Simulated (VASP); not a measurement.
## Al: relaxation of cell and atoms with PBEsol

Crystal: Al.

```
CELL_PARAMETERS angstrom
0.00000 4.01539 -4.01539
4.01539 4.01539 0.00000
4.01539 0.00000 -4.01539
ATOMIC_POSITIONS crystal
Al 0.50000 0.00000 0.50000
Al 0.50000 0.50000 0.50000
Al 0.00000 0.00000 0.50000
Al 0.00000 0.50000 0.50000
Al 0.50000 0.00000 0.00000
Al 0.50000 0.50000 0.00000
Al 0.00000 0.00000 0.00000
Al 0.00000 0.50000 0.00000
```

- Program: VASP 6.6.1
- Task: relaxation of cell and atoms
- Functional: PBEsol
- Potentials or basis: VASP PAW PBE potentials, release 64 (Al)
- Cutoff: 600 eV
- k mesh: 8 × 8 × 8
- Occupations: gaussian, width 0.1 eV
- Spin: no spin polarisation
- Dipole correction: no
- Further INCAR settings: ALGO = Fast; EDIFF = 1e-07; IBRION = 2; EDIFFG = -0.015; NSW = 80; ISIF = 3

```
Pressure after relaxing : 0.0 GPa
Band gap on the k mesh  : zero (band 12 reaches 9.08 eV, above the bottom of band 13 at 6.54 eV)
```

Final structure:
```yaml
crystal:
  lattice:
    - [0.00000, 4.01539, -4.01539]
    - [4.01539, 4.01539, 0.00000]
    - [4.01539, 0.00000, -4.01539]
  atoms:
    - { symbol: Al, position: [0.50000, 0.00000, 0.50000] }
    - { symbol: Al, position: [0.50000, 0.50000, 0.50000] }
    - { symbol: Al, position: [0.00000, 0.00000, 0.50000] }
    - { symbol: Al, position: [0.00000, 0.50000, 0.50000] }
    - { symbol: Al, position: [0.50000, 0.00000, 0.00000] }
    - { symbol: Al, position: [0.50000, 0.50000, 0.00000] }
    - { symbol: Al, position: [0.00000, 0.00000, 0.00000] }
    - { symbol: Al, position: [0.00000, 0.50000, 0.00000] }
```

Levels at points of the mesh, in eV from the Fermi level:
| k point | band 9 | band 10 | band 11 | band 12 | band 13 | band 14 | band 15 | band 16 |
| --- | --- | --- | --- | --- | --- | --- | --- | --- |
| (0.00, 0.00, 0.00) | -4.44 | -3.00 | -3.00 | -3.00 | -1.65 | -1.65 | -1.65 | 5.22 |
| (0.50, 0.00, 0.00) | -0.80 | -0.80 | -0.80 | -0.80 | -0.80 | -0.80 | 3.44 | 3.46 |
| (0.50, 0.50, 0.00) | -0.90 | -0.90 | 0.09 | 0.09 | 1.18 | 1.20 | 1.20 | 1.20 |

Run time: 2.5 min on 1 thread of AMD EPYC 7R43 64-Core Processor (Zen 3) (shared host), peak memory 0.29 GiB.

Caveat: the relaxation stopped at its first step, so nothing moved; the PAW data sets were made with another functional, which shifts forces and pressure a little.
